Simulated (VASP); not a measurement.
Crystal: As.

```
As
1.0
     0.00000    2.87445    2.87445
     2.87445    0.00000    2.87445
     2.87445    2.87445    0.00000
As
2
Direct
  0.87500 0.87500 0.87500
  0.12500 0.12500 0.12500
```

| Item | Value |
| --- | --- |
| Program | VASP 6.6.1 |
| Task | relaxation of cell and atoms |
| Functional | PBE |
| Potentials or basis | VASP PAW PBE potentials, release 64 (As) |
| Cutoff | 600 eV |
| k mesh | 13 × 13 × 13 |
| Occupations | fermi-dirac, width 0.08 eV |
| Spin | no spin polarisation |

At the start: pressure 12.3 GPa; volume 23.75 Å³/atom.

Problem. How do energy, volume and symmetry change on relaxing?

Solution. Over 5 steps the energy falls by 158.1 meV/atom and the volume is 28.54 Å³/atom (+20.2 %); space group Fd-3m (No. 227, to 0.05 Å).

Step by step:
| step | energy change (eV) | largest force (eV/Å) | pressure (GPa) | volume (Å³) |
| --- | --- | --- | --- | --- |
| 1 | 0.0000 | 0.0000 | 12.27 | 47.50 |
| 2 | -0.2786 | 0.0000 | -2.81 | 61.14 |
| 3 | -0.3162 | 0.0000 | 0.07 | 57.00 |
| 4 | -0.3161 | 0.0000 | -0.09 | 57.20 |
| 5 | -0.3162 | 0.0000 | 0.01 | 57.08 |

Final structure:
```
As
1.0
     0.00000    3.05592    3.05592
     3.05592    0.00000    3.05592
     3.05592    3.05592    0.00000
As
2
Direct
  0.87500 0.87500 0.87500
  0.12500 0.12500 0.12500
```

Caveat: the volume moved by over 15 % at a fixed basis, so the end points are rough.
